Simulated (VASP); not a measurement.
# Tl (Im-3m) in VASP: a series of runs

Tl is run at these levels: PBEsol; tasks: single point.

All numbers are computed with VASP 6.6.1; they aren't measurements. Logs are shortened: lines on timing, memory, paths and dates and some standing lists are left out, and cuts for length are marked.

**1. The cell of the first run**

The structure is cubic, space group Im-3m (No. 229). Conventional cell: a = 3.853 Å, b = 3.853 Å, c = 3.853 Å, α = 90.00°, β = 90.00°, γ = 90.00°. Tl (site symmetry m-3m) has 14 Tl at 3.34 to 3.85 Å within 4.4 Å.

**2. Single point, PBEsol**

Input file INCAR:

```
SYSTEM = Tl
PREC = Accurate
ENCUT = 520
EDIFF = 1E-6
ISMEAR = -1
SIGMA = 0.1
LREAL = .FALSE.
LASPH = .TRUE.
NELM = 60
ALGO = Normal
ISIF = 2
LWAVE = .FALSE.
LCHARG = .FALSE.
GGA = PS
NBANDS = 12
```

Input file KPOINTS:

```
regular mesh
0
G
  13 13 13
  0 0 0
```

Input file POSCAR:

```
Tl
1.0
   -1.9265097842      1.9265097842      1.9265097842
    1.9265097842     -1.9265097842      1.9265097842
    1.9265097842      1.9265097842     -1.9265097842
Tl
1
Direct
    0.0000000000      0.0000000000      0.0000000000
```

Potentials or basis: VASP PAW PBE potentials, release 64 (Tl_d).

The run is started by

```
cat potpaw_PBE.64/Tl_d/POTCAR > POTCAR
mpirun -np 1 vasp_std > vasp.out
```

OUTCAR:

```text
SYSTEM = Tl
   PREC = Accurate
   ENCUT = 520
   EDIFF = 1E-6
   ISMEAR = -1
   LREAL = .FALSE.
   LASPH = .TRUE.
   NELM = 60
   ISIF = 2
   GGA = PS

 ion  position               nearest neighbor table
   1  0.000  0.000  0.000-

  LATTYP: Found a body centered cubic cell.
 ALAT       =     3.8530195684

  Lattice vectors:

 A1 = (  -1.9265097842,   1.9265097842,   1.9265097842)
 A2 = (   1.9265097842,  -1.9265097842,   1.9265097842)
 A3 = (   1.9265097842,   1.9265097842,  -1.9265097842)

Analysis of symmetry for initial positions (statically):
=====================================================================
 Subroutine PRICEL returns:
 Original cell was already a primitive cell.

 Routine SETGRP: Setting up the symmetry group for a
 body centered cubic supercell.

 Subroutine GETGRP returns: Found 48 space group operations
 (whereof 48 operations were pure point group operations)
 out of a pool of 48 trial point group operations.

The static configuration has the point symmetry O_h .

Analysis of symmetry for dynamics (positions and initial velocities):
=====================================================================
 Subroutine PRICEL returns:
 Original cell was already a primitive cell.

 Routine SETGRP: Setting up the symmetry group for a
 body centered cubic supercell.

 Subroutine GETGRP returns: Found 48 space group operations
 (whereof 48 operations were pure point group operations)
 out of a pool of 48 trial point group operations.

The dynamic configuration has the point symmetry O_h .

 Subroutine INISYM returns: Found 48 space group operations
 (whereof 48 operations are pure point group operations),
 and found     1 'primitive' translations

----------------------------------------------------------------------------------------

                                     Primitive cell

  volume of cell :      28.6005

  direct lattice vectors                    reciprocal lattice vectors
    -1.926509784  1.926509784  1.926509784     0.000000000  0.259536704  0.259536704
     1.926509784 -1.926509784  1.926509784     0.259536704  0.000000000  0.259536704
     1.926509784  1.926509784 -1.926509784     0.259536704  0.259536704  0.000000000

  length of vectors
     3.336812828  3.336812828  3.336812828     0.367040327  0.367040327  0.367040327

  position of ions in fractional coordinates (direct lattice)
     0.000000000  0.000000000  0.000000000

  ion indices of the primitive-cell ions
   primitive index   ion index
                 1           1

----------------------------------------------------------------------------------------

 KPOINTS: regular mesh

Automatic generation of k-mesh.
 Grid dimensions read from file:
 generate k-points for:   13   13   13

 Generating k-lattice:

  Cartesian coordinates                     Fractional coordinates (reciprocal lattice)
     0.000000000  0.019964362  0.019964362     0.076923077  0.000000000  0.000000000
     0.019964362  0.000000000  0.019964362     0.000000000  0.076923077  0.000000000
     0.019964362  0.019964362  0.000000000     0.000000000  0.000000000  0.076923077

  Length of vectors
     0.028233871  0.028233871  0.028233871

  Shift w.r.t. Gamma in fractional coordinates (k-lattice)
     0.000000000  0.000000000  0.000000000

 Subroutine IBZKPT returns following result:
 ===========================================

 Found     84 irreducible k-points:

 Following reciprocal coordinates:
            Coordinates               Weight
  0.000000  0.000000  0.000000      1.000000
  0.076923  0.000000  0.000000     12.000000
  0.153846  0.000000  0.000000     12.000000
  0.230769  0.000000  0.000000     12.000000
  0.307692  0.000000  0.000000     12.000000
  0.384615  0.000000  0.000000     12.000000
[... 16 lines left out ...]
  0.153846  0.076923  0.076923     24.000000
  0.230769  0.076923  0.076923     24.000000
 [... further k-points ...]
   k-points           NKPTS =     84   k-points in BZ     NKDIM =     84   number of bands    NBANDS=     12
   number of dos      NEDOS =    301   number of ions     NIONS =      1
   total plane-waves  NPLWV =  21952
   dimension x,y,z NGX =    28 NGY =   28 NGZ =   28
   dimension x,y,z NGXF=    56 NGYF=   56 NGZF=   56
   ions per type =               1
   NGX,Y,Z   is equivalent  to a cutoff of  13.95, 13.95, 13.95 a.u.
   NGXF,Y,Z  is equivalent  to a cutoff of  27.90, 27.90, 27.90 a.u.
 SYSTEM =  Tl
   PREC   = accura    normal or accurate (medium, high low for compatibility)
   ISTART =      0    job   : 0-new  1-cont  2-samecut
   ICHARG =      2    charge: 1-file 2-atom 10-const
   ISPIN  =      1    spin polarized calculation?
   LNONCOLLINEAR =      F non collinear calculations
   LSORBIT =      F    spin-orbit coupling
   LASPH  =      T    aspherical Exc in radial PAW
   ENCUT  =  520.0 eV  38.22 Ry    6.18 a.u.   6.20  6.20  6.20*2*pi/ulx,y,z
   NELM   =     60;   NELMIN=  2; NELMDL= -5     # of ELM steps
   EDIFF  = 0.1E-05   stopping-criterion for ELM
   LREAL  =      F    real-space projection
[... 7 lines left out ...]
   TEBEG  =    0.0;   TEEND  =   0.0 temperature during run
   PSTRESS=    0.0 pullay stress
   NELECT =      13.0000    total number of electrons
   NUPDOWN=      -1.0000    fix difference up-down
   EMIN   =  10.00;   EMAX   =-10.00  energy-range for DOS
   EFERMI =   0.00;   METHOD = LEGACY
   ISMEAR =    -1;   SIGMA  =   0.10  broadening in eV -4-tet -1-fermi 0-gaus
   EFERMI_NEDOS =   21; number of points for ismear=-14 and -15
   IALGO  =     38    algorithm
   IMIX   =      4    mixing-type and parameters
     AMIX     =   0.40;   BMIX     =  1.00
     AMIX_MAG =   1.60;   BMIX_MAG =  1.00
  volume/ion in A,a.u.               =      28.60       193.01
  Fermi-wavevector in a.u.,A,eV,Ry     =   1.258727  2.378648 21.556970  1.584393
  Thomas-Fermi vector in A             =   2.392322
   LORBIT       =      0    0 simple, 1 ext, 2 COOP (PROOUT), +10 PAW based schemes
   GGA     = PS    functional components
   LHFCALC =     F    Hartree Fock is set to
   AEXX    =    0.0000 exact exchange contribution
   IVDW    =     0    specifies the selected vdW correction
   LEPSILON=     F    determine dielectric tensor
   LRPA    =     F    only Hartree local field effects (RPA)
 non-spin polarized calculation
  energy-cutoff  :      520.00
  volume of cell :       28.60
 maximum number of plane-waves:       780
 NGX is ok and might be reduce to    28
   NGX = 13   NGY = 13   NGZ = 13

 number of electron      12.9999998 magnetization

 Free energy of the ion-electron system (eV)
  ---------------------------------------------------
  ext. energy  EPLUGINS =         0.00000000
  ---------------------------------------------------
  free energy    TOTEN  =        -2.63313203 eV

  energy without entropy =       -2.61583505  energy(sigma->0) =       -2.62448354

 E-fermi :   6.3531     XC(G=0): -10.3677

 val. band max:        6.3297776165   @ k =   0.2308   0.2308   0.2308
 cond. band min:       6.3568592088   @ k =  -0.3077   0.4615   0.0769
 fundamental gap:      0.0270815923
 Fermi energy:         6.3530900956

 k-point     1 :       0.0000    0.0000    0.0000
  band No.  band energies     occupation
      1      -5.2261      2.00000
      2      -5.2261      2.00000
      3      -5.2261      2.00000
      4      -4.7904      2.00000
      5      -4.7904      2.00000
      6      -3.6803      2.00000
      7      17.2248      0.00000
      8      17.2248      0.00000
      9      17.2248      0.00000
     10      18.7027      0.00000
     11      18.7027      0.00000
     12      18.7027      0.00000

 k-point     2 :       0.0769    0.0000    0.0000
  band No.  band energies     occupation
      1      -5.2370      2.00000
      2      -5.2186      2.00000
      3      -5.1880      2.00000
      4      -4.8023      2.00000
      5      -4.7906      2.00000
      6      -3.5456      2.00000
      7      15.8042      0.00000
      8      16.7233      0.00000
      9      16.9102      0.00000
     10      18.2368      0.00000
     11      18.5972      0.00000
     12      18.6774      0.00000

 k-point     3 :       0.1538    0.0000    0.0000
  band No.  band energies     occupation
      1      -5.2669      2.00000
      2      -5.2110      2.00000
      3      -5.0805      2.00000
      4      -4.8305      2.00000
      5      -4.7907      2.00000
      6      -3.1312      2.00000
      7      13.2004      0.00000
      8      15.6315      0.00000
      9      16.0868      0.00000
     10      17.6383      0.00000
     11      18.3572      0.00000
     12      18.9914      0.00000

 k-point     4 :       0.2308    0.0000    0.0000
  band No.  band energies     occupation
      1      -5.3089      2.00000
      2      -5.2311      2.00000
      3      -4.9241      2.00000
      4      -4.8515      2.00000
      5      -4.7905      2.00000
      6      -2.4268      2.00000
      7      10.5389      0.00000
      8      14.4480      0.00000
      9      15.1709      0.00000
     10      17.1461      0.00000
     11      18.0998      0.00000
     12      19.6960      0.00000

 k-point     5 :       0.3077    0.0000    0.0000
  band No.  band energies     occupation
      1      -5.3530      2.00000
      2      -5.2848      2.00000
      3      -4.8490      2.00000
      4      -4.7897      2.00000
      5      -4.7511      2.00000
      6      -1.4411      2.00000
      7       8.0360      0.00000
      8      13.4142      0.00000
      9      14.3966      0.00000
     10      16.8006      0.00000
     11      17.8874      0.00000
     12      20.6778      0.00000

 k-point     6 :       0.3846    0.0000    0.0000
  band No.  band energies     occupation
      1      -5.3893      2.00000
      2      -5.3454      2.00000
      3      -4.8335      2.00000
      4      -4.7886      2.00000
      5      -4.6016      2.00000
      6      -0.2123      2.00000
      7       5.7817      1.99342
      8      12.6584      0.00000
      9      13.8504      0.00000
     10      16.5910      0.00000
     11      17.7419      0.00000
     12      21.8082      0.00000

 k-point     7 :       0.4615    0.0000    0.0000
  band No.  band energies     occupation
      1      -5.4096      2.00000
      2      -5.3833      2.00000
      3      -4.8215      2.00000
      4      -4.7878      2.00000
      5      -4.5146      2.00000
      6       1.0674      2.00000
      7       3.9861      2.00000
      8      12.2599      0.00000
      9      13.5697      0.00000
     10      16.4941      0.00000
     11      17.6689      0.00000
     12      22.7245      0.00000

 k-point     8 :       0.0769    0.0769    0.0000
  band No.  band energies     occupation
      1      -5.2459      2.00000
      2      -5.2202      2.00000
      3      -5.1173      2.00000
      4      -4.8223      2.00000
      5      -4.7917      2.00000
      6      -3.2701      2.00000
      7      14.1420      0.00000
      8      15.4556      0.00000
      9      16.1938      0.00000
     10      18.2936      0.00000
     11      18.4564      0.00000
     12      18.9825      0.00000
[... 166 lines left out ...]
 k-point    20 :       0.3846    0.2308    0.0000
  band No.  band energies     occupation
      1      -5.3700      2.00000
      2      -5.1535      2.00000
      3      -4.8982      2.00000
      4      -4.8068      2.00000
      5      -4.6651      2.00000
      6       1.8293      2.00000
      7       4.8033      2.00000
      8       7.9041      0.00000
      9      12.7809      0.00000
     10      18.6410      0.00000
     11      21.0114      0.00000
     12      21.0669      0.00000

 k-point    21 :       0.3077    0.3077    0.0000
  band No.  band energies     occupation
      1      -5.3638      2.00000
      2      -5.0673      2.00000
      3      -4.9604      2.00000
      4      -4.7822      2.00000
      5      -4.7142      2.00000
      6       1.9459      2.00000
      7       5.5483      1.99936
      8       6.6871      0.06846
      9      12.7169      0.00000
     10      19.6950      0.00000
     11      19.8066      0.00000
     12      20.9904      0.00000

 k-point    22 :       0.0769    0.0769    0.0769
  band No.  band energies     occupation
      1      -5.2530      2.00000
      2      -5.2530      2.00000
      3      -5.0211      2.00000
      4      -4.8124      2.00000
      5      -4.8124      2.00000
      6      -2.8451      2.00000
      7      12.3831      0.00000
      8      14.4514      0.00000
      9      14.4514      0.00000
     10      19.2798      0.00000
     11      19.2798      0.00000
     12      19.4033      0.00000

 k-point    23 :       0.1538    0.0769    0.0769
  band No.  band energies     occupation
      1      -5.2953      2.00000
      2      -5.2477      2.00000
      3      -4.9139      2.00000
      4      -4.8320      2.00000
      5      -4.8020      2.00000
      6      -2.1339      2.00000
      7      10.2837      0.00000
      8      12.8624      0.00000
      9      13.5577      0.00000
     10      19.4364      0.00000
     11      19.6758      0.00000
     12      20.1383      0.00000

 k-point    24 :       0.2308    0.0769    0.0769
  band No.  band energies     occupation
      1      -5.3365      2.00000
      2      -5.2643      2.00000
      3      -4.8425      2.00000
      4      -4.7940      2.00000
      5      -4.7839      2.00000
      6      -1.1564      2.00000
      7       8.0589      0.00000
      8      11.7343      0.00000
      9      12.8482      0.00000
     10      19.0980      0.00000
     11      19.5795      0.00000
     12      21.1488      0.00000

 [... further k-points ...]
[... 5 lines left out ...]
  --------------------------------------------------------------------------------------
  -------------------------------------------------------------------------------------
  Total       -0.0078002     -0.0078002     -0.0078002      0.0000000      0.0000000     -0.0000000
  in kB       -0.4369636     -0.4369636     -0.4369636      0.0000000      0.0000000     -0.0000000
  external PRESSURE =      -0.4369636 kB  Pullay stress =       0.0000000 kB

 VOLUME and BASIS-vectors are now :
 -----------------------------------------------------------------------------
  energy-cutoff  :      520.00
  volume of cell :       28.60
      direct lattice vectors                 reciprocal lattice vectors
    -1.926509784  1.926509784  1.926509784     0.000000000  0.259536704  0.259536704
     1.926509784 -1.926509784  1.926509784     0.259536704  0.000000000  0.259536704
     1.926509784  1.926509784 -1.926509784     0.259536704  0.259536704  0.000000000

 POSITION                                       TOTAL-FORCE (eV/Angst)
 -----------------------------------------------------------------------------------
      0.00000      0.00000      0.00000         0.000000      0.000000      0.000000
 -----------------------------------------------------------------------------------
    total drift:                               -0.000000     -0.000000     -0.000000

  FREE ENERGIE OF THE ION-ELECTRON SYSTEM (eV)
  ---------------------------------------------------
  free  energy   TOTEN  =        -2.6331320256 eV

  energy  without entropy=       -2.6158350523  energy(sigma->0) =       -2.62448354
```

Run time: 22 s. Hardware: 1 thread of Intel Xeon Platinum 8488C (Sapphire Rapids), shared host; peak memory 0.17 GiB.

What came out:

- Free energy: -2.6331 eV
- Pressure: 0.0 GPa

Levels at points of the mesh, in eV from the Fermi level:
| k point | band 2 | band 3 | band 4 | band 5 | band 6 | band 7 | band 8 | band 9 | band 10 | band 11 |
| --- | --- | --- | --- | --- | --- | --- | --- | --- | --- | --- |
| (0.00, 0.00, 0.00) | -11.58 | -11.58 | -11.14 | -11.14 | -10.03 | 10.87 | 10.87 | 10.87 | 12.35 | 12.35 |

Caveat: the PAW data sets were made with another functional, which shifts forces and pressure a little; spin-orbit coupling is left out, which moves the levels of the heavy elements.

**3. Single point, PBEsol (volume scaled by 1.04)**

Input file INCAR:

```
SYSTEM = Tl
PREC = Accurate ; ENCUT = 520
EDIFF = 1E-6 ; ISMEAR = -1
SIGMA = 0.1 ; LREAL = .False.
LASPH = .True. ; NELM = 100
ALGO = Normal ; ISIF = 2
LWAVE = .False. ; LCHARG = .False.
GGA = PS ; NBANDS = 12
```

Input file KPOINTS:

```
Automatic mesh
0
Gamma
  13 13 13
  0 0 0
```

Input file POSCAR:

```
Tl
1.0
   -1.9518615044      1.9518615044      1.9518615044
    1.9518615044     -1.9518615044      1.9518615044
    1.9518615044      1.9518615044     -1.9518615044
Tl
1
Direct
    0.0000000000      0.0000000000      0.0000000000
```

Potentials or basis: VASP PAW PBE potentials, release 64 (Tl_d).

The run is started by

```
cat potpaw_PBE.64/Tl_d/POTCAR > POTCAR
mpirun -np 1 vasp_std > vasp.out
```

It took 22 s on 1 thread of Intel Xeon Platinum 8488C (Sapphire Rapids), shared host; peak memory 0.17 GiB.

The run converged. Its results:

* Free energy: -2.6288 eV
* Pressure: -1.3 GPa

Levels at points of the mesh, in eV from the Fermi level:
```
           k point  band 4  band 5  band 6  band 7  band 8  band 9
(0.00, 0.00, 0.00)  -11.13  -11.13   -9.78   10.45   10.45   10.45
```

Caveat: the PAW data sets were made with another functional, which shifts forces and pressure a little; spin-orbit coupling is left out, which moves the levels of the heavy elements.

[end of part 1 of 2]
